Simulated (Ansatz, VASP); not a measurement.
## SiB2: VASP beside Ansatz

```xyz
6
Lattice="2.8791 -3.6970 0.0000 2.8791 3.6970 0.0000 0.0000 0.0000 3.3945" Properties=species:S:1:pos:R:3 pbc="T T T"
Si    1.4396    1.8485    0.0000
Si    1.4396   -1.8485    0.0000
B     0.8761    0.8788    1.6973
B     4.8821   -0.8788    1.6973
B     0.8761   -0.8788    1.6973
B     4.8821    0.8788    1.6973
```

Alike in both runs: functional PBE; k mesh 8 × 8 × 12; occupations gaussian, width 0.1 eV; no spin polarisation.

Ansatz relaxed the structure, and its values are those at the end. VASP's run is a single point on that final structure, the one shown.

|  | VASP | Ansatz |
| --- | --- | --- |
| version | VASP 6.6.1 | Ansatz 0.2.0 |
| potentials or method | VASP PAW PBE potentials, release 64 (Si, B), cutoff 520 eV | scalar-relativistic, plane waves, PAW |
| valence electrons in the cell | 20 | 20 |

Ansatz gave:

| Quantity | Value |
| --- | --- |
| gap on the k mesh at the Fermi level (eV) | none |
| pressure (GPa) | 0.0 |
| rms of the force components (eV/Å) | 0.000 |

Problem. Estimate VASP's values.

Solution. gap on the k mesh at the Fermi level (eV): none; pressure (GPa): 0.0; rms of the force components (eV/Å): 0.004.

A gap of «none» marks a metal or a gap that the smearing closes.
